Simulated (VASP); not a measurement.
Here is a VASP 6.6.1 calculation.

The input POSCAR:

```
Si3C3N8
1.0
    7.0423915226     -0.0000000028      0.0000000000
   -3.5211957589      6.0988899633      0.0000000000
    0.0000000000      0.0000000000      2.6682892076
C Si N
3 3 8
Direct
    0.2366944638      0.8109222511      0.5000000000
    0.1890777489      0.4257722126      0.5000000000
    0.5742277874      0.7633055362      0.5000000000
    0.3905853112      0.2255703943      0.0000000000
    0.8349850832      0.6094146888      0.0000000000
    0.7744296057      0.1650149168      0.0000000000
    0.3333333333      0.6666666667      0.5000000000
    0.6666666667      0.3333333333      0.0000000000
    1.0023415523      0.6983309487      0.5000000000
    0.3103589817      0.9484037635      0.0000000000
    0.6380447818      0.6896410183      0.0000000000
    0.3016690513      0.3040106036      0.5000000000
    0.0515962365      0.3619552182      0.0000000000
    0.6959893964     -0.0023415523      0.5000000000
```

INCAR.step1

```
ALGO = Normal
EDIFF = 1E-4
ENCUT = 520
GGA = PE
ISMEAR = -1
LASPH = T
LCHARG = F
LREAL = F
LWAVE = T
NBANDS = 45
NELM = 100
PREC = Accurate
SIGMA = 0.02
```

File INCAR.step2:

```
ALGO = Normal
EDIFF = 1E-7
ENCUT = 520
ISIF = 2
ISMEAR = -1
ISTART = 1
LASPH = T
LCHARG = F
LMIXTAU = T
LREAL = F
LWAVE = F
METAGGA = R2SCAN
NBANDS = 45
NELM = 100
PREC = Accurate
SIGMA = 0.02
```

The input KPOINTS:

```
k-points
0
Gamma
  6 6 8
```

Potentials or basis: VASP PAW PBE potentials, release 64 (C, Si, N).

Run with:

```console
$ cat potpaw_PBE.64/C/POTCAR potpaw_PBE.64/Si/POTCAR potpaw_PBE.64/N/POTCAR > POTCAR
$ cp INCAR.step1 INCAR
$ mpirun -np 1 vasp_std > vasp.out
$ cp INCAR.step2 INCAR
$ mpirun -np 1 vasp_std > vasp.out
```

**Question.** Predict the largest force.

**Answer.** 0.100 eV/Å.

**Question.** Estimate the pressure.

**Answer.** 0.3 GPa.

**Question.** Estimate the band gap on the k mesh.

**Answer.** 2.67 eV (least direct gap 2.85 eV).

Forces on the atoms (eV/Å):
```
C    0.018  0.040  0.000
C   -0.044 -0.004  0.000
C    0.025 -0.036  0.000
Si  -0.004 -0.004  0.000
Si  -0.002  0.005  0.000
Si   0.005 -0.001  0.000
N    0.000  0.000  0.000
N    0.000  0.000  0.000
N   -0.091 -0.043  0.000
N   -0.003  0.053  0.000
N    0.048 -0.024  0.000
N    0.082 -0.057  0.000
N   -0.045 -0.029  0.000
N    0.008  0.100  0.000
```

Caveat: the PAW data sets were made with another functional, which shifts forces and pressure a little. A k mesh can miss the band edges.
